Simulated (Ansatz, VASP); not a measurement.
## Two plane-wave programs on Se

```xyz
3
Lattice="4.3662 0.0000 0.0000 -2.1831 3.7812 0.0000 0.0000 0.0000 4.9536" Properties=species:S:1:pos:R:3 pbc="T T T"
Se    1.6910    2.9289    0.0000
Se   -0.4921    0.8523    3.3024
Se    0.9841    0.0000    1.6512
```

Alike in both runs: functional PBE exchange alone; k mesh 7 × 7 × 6; occupations fermi-dirac, width 0.1 eV; non-collinear spin, spin-orbit coupling.

```csv
,VASP,Ansatz
version,VASP 6.6.1,Ansatz 0.2.0
potentials or method,"VASP PAW PBE potentials, release 64 (Se)",Ansatz PAW
plane-wave cutoff (eV),520,420
valence electrons in the cell,18,48
task,single point,electrostatic potential
```

|  | VASP | Ansatz | Ansatz less VASP |
| --- | --- | --- | --- |
| pressure (GPa) | 11.5 | 11.3 | -0.22 |
| traceless stress, the component that is largest in VASP (GPa) | 2.74 | 2.65 | -0.085 |
| rms of the force components (eV/Å) | 0.638 | 0.609 | -0.0292 |
| net moment per atom (μB) | 0.00 | 0.00 | 0.000 |

VASP's potentials were made for PBE, not for PBE exchange alone. Atom by atom the forces differ by 0.029 eV/Å (rms over components). With one functional, cell and mesh, what is left measures potentials, basis and numerics. VASP's potentials hold 18 valence electrons a cell and Ansatz's 48, so a difference there can come from the potentials and not from the codes.

Noted on Ansatz's run: odd divisions of the mesh miss points on the zone boundary, where band edges often lie, so the gap on the mesh can be too wide.
